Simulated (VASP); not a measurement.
Wanted: the native input for a VASP 6.6.1 run.

```yaml
Task: single point
Functional: BLYP
Potentials_or_basis: VASP PAW PBE potentials, release 64 (Sc_sv)
Cutoff: 520 eV
k_mesh: 9 × 9 × 9
Occupations: fermi-dirac, width 0.1 eV
Spin: no spin polarisation
Dipole_correction: no
Further_INCAR_settings: ALGO = Normal; EDIFF = 1e-07; NBANDS = 18
```

The structure of Sc lies in POSCAR:

```
Sc
1.0
    0.0000000000      3.5768074215      3.5768074215
    3.5768074215      0.0000000000      3.5768074215
    3.5768074215      3.5768074215      0.0000000000
Sc
2
Direct
    0.1250000000      0.1250000000      0.1250000000
    0.8750000000      0.8750000000      0.8750000000
```

This isn't the form of Sc at room conditions, which is hcp.

These files were run (other wordings do the same):

INCAR

```
SYSTEM = Sc
  PREC = Accurate
  ENCUT = 520
  EDIFF = 1E-7
  ISMEAR = -1
  SIGMA = 0.1
  LREAL = .FALSE.
  LASPH = .TRUE.
  NELM = 100
  ALGO = Normal
  ISIF = 2
  LWAVE = .FALSE.
  LCHARG = .FALSE.
  GGA = B5
  ALDAX = 1.0
  AGGAX = 1.0
  AGGAC = 1.0
  ALDAC = 0.0
  NBANDS = 18
```

KPOINTS

```
regular mesh
0
G
  9 9 9
  0 0 0
```

Potentials or basis: VASP PAW PBE potentials, release 64 (Sc_sv).

Launch:

```console
$ cat potpaw_PBE.64/Sc_sv/POTCAR > POTCAR
$ mpirun -np 1 vasp_std > vasp.out
```

Results of the run:

```
Pressure               : -0.7 GPa
Band gap on the k mesh : zero (bands 11 and 12 overlap by 0.56 eV)
```

Caveat: the PAW data sets were made with another functional, which shifts forces and pressure a little.

Run time: 50 s on 1 thread of Intel(R) Xeon(R) 6975P-C (Granite Rapids), with other jobs on the host, peak memory 0.24 GiB.
